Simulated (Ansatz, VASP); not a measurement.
# Two plane-wave programs on As

```
As
1.0
     5.43158    0.00000    0.00000
     0.00000    5.43158    0.00000
     0.00000    0.00000    5.43158
As
8
Direct
  0.50000 0.50000 0.50000
  0.00000 0.00000 0.00000
  0.25000 0.00000 0.50000
  0.50000 0.25000 0.00000
  0.50000 0.75000 0.00000
  0.75000 0.00000 0.50000
  0.00000 0.50000 0.75000
  0.00000 0.50000 0.25000
```

Alike in both runs: task relaxation of cell and atoms; functional PBEsol; k mesh 4 × 4 × 4; occupations gaussian, width 0.1 eV; no spin polarisation.

|  | VASP | Ansatz |
| --- | --- | --- |
| version | VASP 6.6.1 | Ansatz 0.2.0 |
| potentials or method | VASP PAW PBE potentials, release 64 (As), cutoff 600 eV | scalar-relativistic, plane waves, PAW |
| valence electrons in the cell | 40 | 120 |

```csv
,VASP,Ansatz,Ansatz less VASP
"gap on the k mesh at the Fermi level, each at its own relaxed structure (eV)",none,none,-
relaxed volume (Å³/atom),18.76,18.71,-0.044
relaxed cell length with the largest relative difference (Å),5.314,5.310,-0.0041
```

VASP's potentials were made for PBE, not for PBEsol. A gap of «none» marks a metal or a gap that the smearing closes. VASP's potentials hold 40 valence electrons a cell and Ansatz's 120, so a difference there can come from the potentials and not from the codes.
